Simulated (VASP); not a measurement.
Wanted: the native input for a VASP 6.6.1 run.

```yaml
Task: relaxation of cell and atoms
Functional: LDA
Potentials_or_basis: VASP PAW LDA potentials, release 64 (Se, Zr_sv)
Cutoff: 600 eV
k_mesh: 9 × 9 × 1
Occupations: gaussian, width 0.03 eV
Spin: no spin polarisation
Further_INCAR_settings: ALGO = Normal; EDIFF = 1e-07; IBRION = 2; EDIFFG = -0.005; NSW = 90; ISIF = 3
```

The structure of ZrSe2 lies in POSCAR:

```
ZrSe2                                   
1.0
    3.7042606595      0.0000000000      0.0000000000
   -1.8521303297      3.2079838301      0.0000000000
    0.0000000000      0.0000000000     33.4800000000
  Se              Zr            
     6     3
Direct
     0.6666666699999979    0.3333333300000021    0.2749117170159778
     0.3333333300000021    0.6666666699999979    0.3691778911384634
     0.6666666699999979    0.3333333300000021    0.4527614661212846
     0.3333333300000021    0.6666666699999979    0.5472385338787152
     0.6666666699999979    0.3333333300000021    0.6308221088615367
     0.3333333300000021    0.6666666699999979    0.7250882829840222
     0.0000000000000000    0.0000000000000000    0.3219336041458909
     0.0000000000000000    0.0000000000000000    0.5000000000000000
     0.0000000000000000    0.0000000000000000    0.6780663958541093
```

One way to write it, as run:

INCAR

```
SYSTEM = ZrSe2
PREC = Accurate
ENCUT = 600
EDIFF = 1E-7
ISMEAR = 0
SIGMA = 0.03
LREAL = .FALSE.
LASPH = .TRUE.
NELM = 80
ALGO = Normal
ISIF = 3
LWAVE = .FALSE.
LCHARG = .FALSE.
GGA = CA
IBRION = 2
NSW = 90
EDIFFG = -0.005
LATTICE_CONSTRAINTS = .TRUE. .TRUE. .FALSE.
KPAR = 4
```

KPOINTS

```
Automatic mesh
0
G
  9 9 1
  0 0 0
```

Potentials or basis: VASP PAW LDA potentials, release 64 (Se, Zr_sv).

Run with:

```console
$ cat potpaw_LDA.64/Se/POTCAR potpaw_LDA.64/Zr_sv/POTCAR > POTCAR
$ mpirun -np 4 vasp_std > vasp.out
```

Results of the run:

| Property | Result |
| --- | --- |
| Relaxed cell | a = 3.704 Å, b = 3.704 Å, c = 33.480 Å, α = 90.00°, β = 90.00°, γ = 120.00° |
| Space group after relaxing (to 0.1 Å) | P-3m1 (No. 164) |
| Energy gained by relaxing | 0.0 meV/atom |
| Ionic steps | 2 |
| Band gap on the k mesh | 0.10 eV (least direct gap 0.93 eV) |

It took 2.9 min on 4 MPI ranks on Intel(R) Xeon(R) 6975P-C (Granite Rapids), on a shared host, peak memory 0.54 GiB a rank.
